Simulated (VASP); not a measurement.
Write the native input for VASP 6.6.1 that does the following.

| Property | Result |
| --- | --- |
| Task | single point |
| Functional | LDA |
| Potentials or basis | VASP PAW LDA potentials, release 64 (Ti_sv, O) |
| Cutoff | 600 eV |
| k mesh | 6 × 6 × 6 |
| Occupations | fermi-dirac, width 0.05 eV |
| Spin | no spin polarisation |
| Hubbard terms | Ti d U = 3.0 eV |
| Dipole correction | no |
| Further INCAR settings | ALGO = Normal; EDIFF = 1e-06; NBANDS = 60 |

The structure of TiO2 lies in POSCAR:

```
TiO2
1.0
    4.8126997814      0.0000000000      0.0000000000
    0.0000000000      4.8718844600      0.0000000000
   -0.8628854487      0.0000000000      4.9665942755
Ti O
4 8
Direct
    0.2774352600      0.0528083600      0.2131482700
    0.7225647400      0.5528083600      0.2868517300
    0.7225647400      0.9471916400      0.7868517300
    0.2774352600      0.4471916400      0.7131482700
    0.0638382200      0.1769655200      0.8515567400
    0.9361617800      0.6769655200      0.6484432600
    0.9361617800      0.8230344800      0.1484432600
    0.0638382200      0.3230344800      0.3515567400
    0.4453609900      0.7576317400      0.4667718600
    0.5546390100      0.2576317400      0.0332281400
    0.5546390100      0.2423682600      0.5332281400
    0.4453609900      0.7423682600      0.9667718600
```

The input as run:

INCAR

```
SYSTEM = TiO2
PREC = Accurate ; ENCUT = 600
EDIFF = 1E-6 ; ISMEAR = -1
SIGMA = 0.05 ; LREAL = .FALSE.
LASPH = .TRUE. ; NELM = 200
ALGO = Normal ; ISIF = 2
LWAVE = .FALSE. ; LCHARG = .FALSE.
LMAXMIX = 4 ; LDAU = .TRUE.
LDAUTYPE = 2 ; LDAUL = 2 -1
LDAUU = 3 0 ; LDAUJ = 0 0
LDAUPRINT = 1 ; NBANDS = 60
GGA_COMPAT = .FALSE. ; KPAR = 4
```

KPOINTS

```
Automatic mesh
0
G
  6 6 6
  0 0 0
```

Potentials or basis: VASP PAW LDA potentials, release 64 (Ti_sv, O).

The run is started by

```sh
$ cat potpaw_LDA.64/Ti_sv/POTCAR potpaw_LDA.64/O/POTCAR > POTCAR
$ mpirun -np 4 vasp_std > vasp.out
```

Results of the run:

| Property | Result |
| --- | --- |
| Pressure | -2.9 GPa |
| Largest force | 0.296 eV/Å |
| Band gap on the k mesh | 2.53 eV (least direct gap 2.60 eV) |

Run time: 3 min on 4 MPI ranks on AMD EPYC 7R13 Processor (Zen 3), with other jobs on the host, peak memory 0.52 GiB a rank.
